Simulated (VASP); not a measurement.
# LaCoPO (P4/nmm) in VASP: a series of runs

Runs on LaCoPO. Level: PBE. Tasks: single point.

All numbers are computed with VASP 6.6.1; they aren't measurements. Logs are shortened: lines on timing, memory, paths and dates and some standing lists are left out, and cuts for length are marked.

### Step 1. The cell of the first run

It takes space group P4/nmm (No. 129, tetragonal). Conventional cell: a = 3.991 Å, b = 3.991 Å, c = 8.265 Å, α = 90.00°, β = 90.00°, γ = 90.00°. La (site symmetry 4mm) has 4 O at 2.36 Å within 3.1 Å. Within 2.9 Å of Co (site symmetry -4m2) lie 4 P at 2.22 Å and 4 Co at 2.82 Å. P (site symmetry 4mm) has 4 Co at 2.22 Å within 2.9 Å. O (site symmetry -4m2) has 4 La at 2.36 Å and 4 O at 2.82 Å within 3.1 Å.

### Step 2. Single point, PBE, collinear spin, ferromagnetic start

INCAR

```
SYSTEM = LaCoPO
ALGO = Normal ; EDIFF = 1E-6
ENCUT = 520 ; GGA = PE
ISIF = 2 ; ISMEAR = -1
ISPIN = 2 ; LASPH = .TRUE.
LCHARG = .FALSE. ; LMAXMIX = 6
LORBIT = 11 ; LREAL = .FALSE.
LWAVE = .FALSE. ; MAGMOM = 0.02 0.02 1.04 1.04 0.06 0.06 0.01 0.01
NBANDS = 45 ; NELM = 150
NUPDOWN = 2.4 ; PREC = Accurate
SIGMA = 0.1
```

KPOINTS

```
k-points
0
G
  6 6 3
  0 0 0
```

POSCAR

```
LaCoPO
1.0
    3.9912560000      0.0000000000      0.0000000000
    0.0000000000      3.9912560000      0.0000000000
    0.0000000000      0.0000000000      8.2649260000
La Co P O
2 2 2 2
Direct
    0.0000000000      0.5000000000      0.8468680000
    0.5000000000      0.0000000000      0.1531320000
    0.5000000000      0.5000000000      0.5000000000
    0.0000000000      0.0000000000      0.5000000000
    0.5000000000      0.0000000000      0.6183690000
    0.0000000000      0.5000000000      0.3816310000
    0.0000000000      0.0000000000      0.0000000000
    0.5000000000      0.5000000000      0.0000000000
```

Potentials or basis: VASP PAW PBE potentials, release 64 (La, Co, P, O).

The run is started by

```sh
$ cat potpaw_PBE.64/La/POTCAR potpaw_PBE.64/Co/POTCAR potpaw_PBE.64/P/POTCAR potpaw_PBE.64/O/POTCAR > POTCAR
$ mpirun -np 1 vasp_std > vasp.out
```

OUTCAR:

```text
SYSTEM = LaCoPO
   EDIFF = 1E-6
   ENCUT = 520
   GGA = PE
   ISIF = 2
   ISMEAR = -1
   ISPIN = 2
   LASPH = .TRUE.
   LORBIT = 11
   LREAL = .FALSE.
   NELM = 150
   NUPDOWN = 2.4
   PREC = Accurate

 ion  position               nearest neighbor table
   1  0.000  0.500  0.847-   7 2.36   8 2.36   7 2.36   8 2.36
   2  0.500  0.000  0.153-   7 2.36   8 2.36   8 2.36   7 2.36
   3  0.500  0.500  0.500-   5 2.22   6 2.22   5 2.22   6 2.22   4 2.82   4 2.82   4 2.82   4 2.82

   4  0.000  0.000  0.500-   5 2.22   6 2.22   6 2.22   5 2.22   3 2.82   3 2.82   3 2.82   3 2.82

   5  0.500  0.000  0.618-   3 2.22   4 2.22   3 2.22   4 2.22
   6  0.000  0.500  0.382-   3 2.22   4 2.22   4 2.22   3 2.22
   7  0.000  0.000  0.000-   1 2.36   2 2.36   1 2.36   2 2.36
   8  0.500  0.500  0.000-   1 2.36   2 2.36   2 2.36   1 2.36

  LATTYP: Found a simple tetragonal cell.
 ALAT       =     3.9912560000
 C/A-ratio  =     2.0707581774

  Lattice vectors:

 A1 = (   3.9912560000,   0.0000000000,   0.0000000000)
 A2 = (   0.0000000000,   3.9912560000,   0.0000000000)
 A3 = (   0.0000000000,   0.0000000000,   8.2649260000)

Analysis of symmetry for initial positions (statically):
=====================================================================
 Subroutine PRICEL returns:
 Original cell was already a primitive cell.

 Routine SETGRP: Setting up the symmetry group for a
 simple tetragonal supercell.

 Subroutine GETGRP returns: Found 16 space group operations
 (whereof  8 operations were pure point group operations)
 out of a pool of 16 trial point group operations.

The static configuration has the point symmetry D_2d.
 The point group associated with its full space group is D_4h.

Analysis of symmetry for dynamics (positions and initial velocities):
=====================================================================
 Subroutine PRICEL returns:
 Original cell was already a primitive cell.

 Routine SETGRP: Setting up the symmetry group for a
 simple tetragonal supercell.

 Subroutine GETGRP returns: Found 16 space group operations
 (whereof  8 operations were pure point group operations)
 out of a pool of 16 trial point group operations.

The dynamic configuration has the point symmetry D_2d.
 The point group associated with its full space group is D_4h.

Analysis of structural, dynamic, and magnetic symmetry:
=====================================================================
 Subroutine PRICEL returns:
 Original cell was already a primitive cell.

 Routine SETGRP: Setting up the symmetry group for a
 simple tetragonal supercell.

 Subroutine GETGRP returns: Found 16 space group operations
 (whereof  8 operations were pure point group operations)
 out of a pool of 16 trial point group operations.

The overall configuration has the point symmetry D_2d.
 The point group associated with its full space group is D_4h.

 Subroutine INISYM returns: Found 16 space group operations
 (whereof  8 operations are pure point group operations),
 and found     1 'primitive' translations

----------------------------------------------------------------------------------------

                                     Primitive cell

  volume of cell :     131.6613

  direct lattice vectors                    reciprocal lattice vectors
     3.991256000  0.000000000  0.000000000     0.250547697  0.000000000  0.000000000
     0.000000000  3.991256000  0.000000000     0.000000000  0.250547697  0.000000000
     0.000000000  0.000000000  8.264926000     0.000000000  0.000000000  0.120993219

  length of vectors
     3.991256000  3.991256000  8.264926000     0.250547697  0.250547697  0.120993219

  position of ions in fractional coordinates (direct lattice)
     0.000000000  0.500000000  0.846868000
     0.500000000  0.000000000  0.153132000
     0.500000000  0.500000000  0.500000000
     0.000000000  0.000000000  0.500000000
     0.500000000  0.000000000  0.618369000
     0.000000000  0.500000000  0.381631000
[... 64 lines left out ...]
   total plane-waves  NPLWV =  57600
   dimension x,y,z NGX =    30 NGY =   30 NGZ =   64
   dimension x,y,z NGXF=    60 NGYF=   60 NGZF=  128
   ions per type =               2   2   2   2
   NGX,Y,Z   is equivalent  to a cutoff of  12.50, 12.50, 12.87 a.u.
   NGXF,Y,Z  is equivalent  to a cutoff of  24.99, 24.99, 25.75 a.u.
 SYSTEM =  LaCoPO
   PREC   = accura    normal or accurate (medium, high low for compatibility)
   ISTART =      0    job   : 0-new  1-cont  2-samecut
   ICHARG =      2    charge: 1-file 2-atom 10-const
   ISPIN  =      2    spin polarized calculation?
   LNONCOLLINEAR =      F non collinear calculations
   LSORBIT =      F    spin-orbit coupling
   LASPH  =      T    aspherical Exc in radial PAW
   ENCUT  =  520.0 eV  38.22 Ry    6.18 a.u.   7.42  7.42 15.37*2*pi/ulx,y,z
   NELM   =    150;   NELMIN=  2; NELMDL= -5     # of ELM steps
   EDIFF  = 0.1E-05   stopping-criterion for ELM
   LREAL  =      F    real-space projection
   EDIFFG = 0.1E-04   stopping-criterion for IOM
   NSW    =      0    number of steps for IOM
   IBRION =     -1    ionic relax: 0-MD 1-quasi-New 2-CG
   NFREE  =      0    steps in history (QN), initial steepest desc. (CG)
   ISIF   =      2    stress and relaxation
   ISYM   =      2    0-nonsym 1-usesym 2-fastsym
   POTIM  = 0.5000    time-step for ionic-motion
   TEBEG  =    0.0;   TEEND  =   0.0 temperature during run
   PSTRESS=    0.0 pullay stress
   NELECT =      62.0000    total number of electrons
   NUPDOWN=       2.4000    fix difference up-down
   EMIN   =  10.00;   EMAX   =-10.00  energy-range for DOS
   EFERMI =   0.00;   METHOD = LEGACY
   ISMEAR =    -1;   SIGMA  =   0.10  broadening in eV -4-tet -1-fermi 0-gaus
   EFERMI_NEDOS =   21; number of points for ismear=-14 and -15
   IALGO  =     38    algorithm
   IMIX   =      4    mixing-type and parameters
     AMIX     =   0.40;   BMIX     =  1.00
     AMIX_MAG =   1.60;   BMIX_MAG =  1.00
  volume/ion in A,a.u.               =      16.46       111.06
  Fermi-wavevector in a.u.,A,eV,Ry     =   1.273658  2.406864 22.071420  1.622204
  Thomas-Fermi vector in A             =   2.406469
   LORBIT       =     11    0 simple, 1 ext, 2 COOP (PROOUT), +10 PAW based schemes
   GGA     = PE    functional components
   LHFCALC =     F    Hartree Fock is set to
   AEXX    =    0.0000 exact exchange contribution
   IVDW    =     0    specifies the selected vdW correction
   LEPSILON=     F    determine dielectric tensor
   LRPA    =     F    only Hartree local field effects (RPA)
 spin polarized calculation
  energy-cutoff  :      520.00
  volume of cell :      131.66
 maximum number of plane-waves:      3571
 NGX is ok and might be reduce to    30
   NGX = 15   NGY = 15   NGZ = 31

 number of electron      61.9999979 magnetization       2.3999760

 Free energy of the ion-electron system (eV)
  ---------------------------------------------------
  ext. energy  EPLUGINS =         0.00000000
  ---------------------------------------------------
  free energy    TOTEN  =       -60.22957710 eV

  energy without entropy =      -60.11808280  energy(sigma->0) =      -60.17382995

 E-fermi :   8.1210     XC(G=0): -10.8628

 val. band max:        8.7541155560   @ k =   0.5000   0.1667   0.3333
 cond. band min:       8.1300931602   @ k =   0.3333   0.0000   0.0000
 fundamental gap:     -0.6240223957
 Fermi energy:         8.7899896526

 spin component 1

 k-point     1 :       0.0000    0.0000    0.0000
  band No.  band energies     occupation
      1     -23.5173      1.00000
      2     -23.3005      1.00000
      3     -10.8624      1.00000
      4      -9.4275      1.00000
      5      -7.3696      1.00000
      6      -7.3696      1.00000
[... 909 lines left out ...]
     42      11.7484      0.00000
     43      11.8042      0.00000
 Fermi energy:         8.1210118828

 spin component 2

 k-point     1 :       0.0000    0.0000    0.0000
  band No.  band energies     occupation
      1     -23.5039      1.00000
      2     -23.2870      1.00000
      3     -10.8457      1.00000
      4      -9.4101      1.00000
      5      -7.3474      1.00000
      6      -7.3474      1.00000
[... 909 lines left out ...]
     42      11.7627      0.00000
     43      11.8381      0.00000
 [bands above 43 left out]

------------------------ aborting loop because EDIFF is reached ----------------------------------------

  FORCE on cell =-STRESS in cart. coord.  units (eV):
  Direction    XX          YY          ZZ          XY          YZ          ZX
  --------------------------------------------------------------------------------------
  -------------------------------------------------------------------------------------
  Total        1.2894256      1.2894256      1.2864726      0.0000000      0.0000000     -0.0000000
  in kB       15.6909312     15.6909312     15.6549968      0.0000000      0.0000000     -0.0000000
  external PRESSURE =      15.6789531 kB  Pullay stress =       0.0000000 kB

 VOLUME and BASIS-vectors are now :
 -----------------------------------------------------------------------------
  energy-cutoff  :      520.00
  volume of cell :      131.66
      direct lattice vectors                 reciprocal lattice vectors
     3.991256000  0.000000000  0.000000000     0.250547697  0.000000000  0.000000000
     0.000000000  3.991256000  0.000000000     0.000000000  0.250547697  0.000000000
     0.000000000  0.000000000  8.264926000     0.000000000  0.000000000  0.120993219

 POSITION                                       TOTAL-FORCE (eV/Angst)
 -----------------------------------------------------------------------------------
      0.00000      1.99563      6.99930         0.000000      0.000000      0.081905
      1.99563      0.00000      1.26562         0.000000      0.000000     -0.081905
      1.99563      1.99563      4.13246         0.000000     -0.000000      0.000000
      0.00000      0.00000      4.13246        -0.000000      0.000000      0.000000
      1.99563      0.00000      5.11077         0.000000      0.000000      0.542600
      0.00000      1.99563      3.15415         0.000000      0.000000     -0.542600
      0.00000      0.00000      0.00000         0.000000      0.000000      0.000000
      1.99563      1.99563      0.00000        -0.000000      0.000000      0.000000
 -----------------------------------------------------------------------------------
    total drift:                                0.000000      0.000000      0.000000

  FREE ENERGIE OF THE ION-ELECTRON SYSTEM (eV)
  ---------------------------------------------------
  free  energy   TOTEN  =       -60.2295771019 eV

  energy  without entropy=      -60.1180828014  energy(sigma->0) =      -60.17382995

 total charge

# of ion       s       p       d       f       tot
--------------------------------------------------
    1        2.019   5.680   0.674   0.244   8.617
    2        2.019   5.680   0.674   0.244   8.617
    3        0.447   0.537   7.460   0.000   8.444
    4        0.447   0.537   7.460   0.000   8.444
    5        1.027   1.473   0.000   0.000   2.501
    6        1.027   1.473   0.000   0.000   2.501
    7        1.571   3.469   0.000   0.000   5.040
    8        1.571   3.469   0.000   0.000   5.040
--------------------------------------------------
tot         10.128  22.319  16.269   0.487  49.203

 magnetization (x)

# of ion       s       p       d       f       tot
--------------------------------------------------
    1        0.000   0.003   0.015   0.012   0.030
    2        0.000   0.003   0.015   0.012   0.030
    3        0.022   0.027   0.926   0.000   0.974
    4        0.022   0.027   0.926   0.000   0.974
    5        0.005   0.050   0.000   0.000   0.055
    6        0.005   0.050   0.000   0.000   0.055
    7        0.000   0.009   0.000   0.000   0.010
    8        0.000   0.009   0.000   0.000   0.010
--------------------------------------------------
tot          0.054   0.179   1.882   0.023   2.138
```

Wall time 5 min (1 thread of AMD EPYC 7R13 (Zen 3), shared host); peak memory 0.37 GiB.

Results:

```yaml
Free_energy: -60.2296 eV
Pressure: 1.6 GPa
Largest_force: 0.543 eV/Å
Net_moment: 2.40 μB per cell
Site_moments: La +0.03; Co +0.97; P +0.06; O +0.01 μB
Valence_electrons_inside_the_program's_atomic_spheres: La 8.62; Co 8.44; P 2.50; O 5.04
```

Forces in eV/Å, atoms in the order of the input:
```
La   0.000  0.000  0.082
La   0.000  0.000 -0.082
Co   0.000  0.000  0.000
Co   0.000  0.000  0.000
P    0.000  0.000  0.543
P    0.000  0.000 -0.543
O    0.000  0.000  0.000
O    0.000  0.000  0.000
```

Caveat: spin-orbit coupling is left out, which moves the levels of the heavy elements; the total moment is fixed, so each spin has its own Fermi level and the state may be an excited one.

### Step 3. Single point, PBE, collinear spin, ferromagnetic start

INCAR

```
SYSTEM = LaCoPO
  PREC = Accurate
  ENCUT = 520
  EDIFF = 1E-7
  ISMEAR = -1
  SIGMA = 0.1
  LREAL = .False.
  LASPH = .True.
  NELM = 150
  ALGO = Normal
  ISIF = 2
  LWAVE = .False.
  LCHARG = .False.
  ISPIN = 2
  MAGMOM = 0.04 0.04 1.44 1.44 0.12 0.12 0.02 0.02
  LORBIT = 11
  NUPDOWN = 3.6
  LMAXMIX = 6
  GGA = PE
  NBANDS = 45
```

KPOINTS

```
Automatic mesh
0
Gamma
  6 6 3
  0 0 0
```

POSCAR is that of step 2.

Potentials or basis: VASP PAW PBE potentials, release 64 (La, Co, P, O).

The run is started by

```sh
$ cat potpaw_PBE.64/La/POTCAR potpaw_PBE.64/Co/POTCAR potpaw_PBE.64/P/POTCAR potpaw_PBE.64/O/POTCAR > POTCAR
$ mpirun -np 1 vasp_std > vasp.out
```

It took 6.5 min on 1 thread of AMD EPYC 7R13 (Zen 3), shared host; peak memory 0.38 GiB.

Results (log left out):

| Item | Value |
| --- | --- |
| Free energy | -59.6837 eV |
| Pressure | 2.9 GPa |
| Largest force | 0.699 eV/Å |
| Net moment | 3.60 μB per cell |
| Site moments | La +0.06; Co +1.35; P +0.11; O +0.02 μB |
| Valence electrons inside the program's atomic spheres | La 8.62; Co 8.42; P 2.51; O 5.04 |

Forces on the atoms (eV/Å):
```
La   0.000  0.000  0.033
La   0.000  0.000 -0.033
Co   0.000  0.000  0.000
Co   0.000  0.000  0.000
P    0.000  0.000  0.699
P    0.000  0.000 -0.699
O    0.000  0.000  0.000
O    0.000  0.000  0.000
```

Stress tensor (GPa, compression positive):
```
3.50 0.00 0.00
0.00 3.50 0.00
0.00 0.00 1.84
```

Caveat: spin-orbit coupling is left out, which moves the levels of the heavy elements; the total moment is fixed, so each spin has its own Fermi level and the state may be an excited one.
